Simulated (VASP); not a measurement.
Runs of VASP 6.6.1 on GaAs. The structure is that of space group F-43m (No. 216), or close to it. The cells are those of the table. 

| task | level | cell | k mesh | cutoff (eV) | smearing | gap on the mesh (eV) | pressure (GPa) |
| --- | --- | --- | --- | --- | --- | --- | --- |
| single point | PBE | a = 3.998 Å, angles 60.0°, 2 atoms | 6 × 6 × 6 | 520 | gaussian 0.1 eV | 0.52 | 3.4 |
| relaxation of cell and atoms | PBE | relaxed from a = 3.998 Å, angles 60.0°, 2 atoms | 12 × 12 × 12 | 600 | gaussian 0.02 eV | (b) | 0.0 |
| single point | r2SCAN | a = 4.063 Å, angles 60.0°, 2 atoms | 12 × 12 × 12 | 520 | gaussian 0.02 eV | 0.61 | (a) |
| single point | PBE | a = 4.063 Å, angles 60.0°, 2 atoms | 12 × 12 × 12 | 520 | gaussian 0.02 eV | 0.16 | 0.2 |

Alike in all rows: potentials or basis VASP PAW PBE potentials, release 64 (Ga_d, As); no spin polarisation.

**Question.** Fill in the values left out.

**Answer.** (a) -2.6; (b) 0.15.

Caveats: the cell stands under pressure (at least some runs); the PAW data sets were made with another functional, which shifts forces and pressure a little (at least some runs).

A k mesh can miss the band edges, and the runs leave out spin-orbit coupling on As, Ga.
